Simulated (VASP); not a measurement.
Wanted: the native input for a VASP 6.6.1 run.

- Task: single point
- Functional: PBE
- Potentials or basis: VASP PAW PBE potentials, release 64 (Zr_sv, Al, N)
- Cutoff: 520 eV
- k mesh: 6 × 6 × 1
- Occupations: gaussian, width 0.1 eV
- Spin: no spin polarisation
- Dipole correction: no
- Further INCAR settings: ALGO = Normal; EDIFF = 1e-07; NBANDS = 58

The structure of Zr5AlN6 lies in POSCAR:

```
Zr5AlN6
1.0
    3.1461150515      0.0000000000      0.0000000000
   -1.5730575258      2.7246155578      0.0000000000
    0.0000000000      0.0000000000     16.3921787217
Zr Al N
5 1 6
Direct
    0.3333333333      0.6666666667      0.0000000000
    0.3333333333      0.6666666667      0.3370088651
    0.3333333333      0.6666666667      0.6629911349
    0.6666666667      0.3333333333      0.1699395345
    0.6666666667      0.3333333333      0.8300604655
    0.6666666667      0.3333333333      0.5000000000
    0.0000000000      0.0000000000      0.9154147824
    0.0000000000      0.0000000000      0.2534094405
    0.0000000000      0.0000000000      0.5762468550
    0.0000000000      0.0000000000      0.0845852176
    0.0000000000      0.0000000000      0.4237531450
    0.0000000000      0.0000000000      0.7465905595
```

These files were run (other wordings do the same):

INCAR

```
SYSTEM = Zr5AlN6
ALGO = Normal
EDIFF = 1E-7
ENCUT = 520
GGA = PE
ISIF = 2
ISMEAR = 0
LASPH = .TRUE.
LCHARG = .FALSE.
LREAL = .FALSE.
LWAVE = .FALSE.
NBANDS = 58
NELM = 60
PREC = Accurate
SIGMA = 0.1
```

KPOINTS

```
k-points
0
G
  6 6 1
  0 0 0
```

Potentials or basis: VASP PAW PBE potentials, release 64 (Zr_sv, Al, N).

The run is started by

```sh
$ cat potpaw_PBE.64/Zr_sv/POTCAR potpaw_PBE.64/Al/POTCAR potpaw_PBE.64/N/POTCAR > POTCAR
$ mpirun -np 1 vasp_std > vasp.out
```

It gave:

```
Pressure               : -0.1 GPa
Largest force          : 0.017 eV/Å
Band gap on the k mesh : zero (an odd number of electrons rules out a gap without spin polarisation)
```

Caveat: the k points lie up to 0.38 Å⁻¹ apart, too coarse for converged energies and pressures of a metal; an odd number of electrons without spin polarisation forces a metal; a magnetic or distorted state may lie lower.

Wall time 44 s on 1 thread of Intel(R) Xeon(R) 6975P-C (Granite Rapids), on a shared host, peak memory 0.27 GiB.
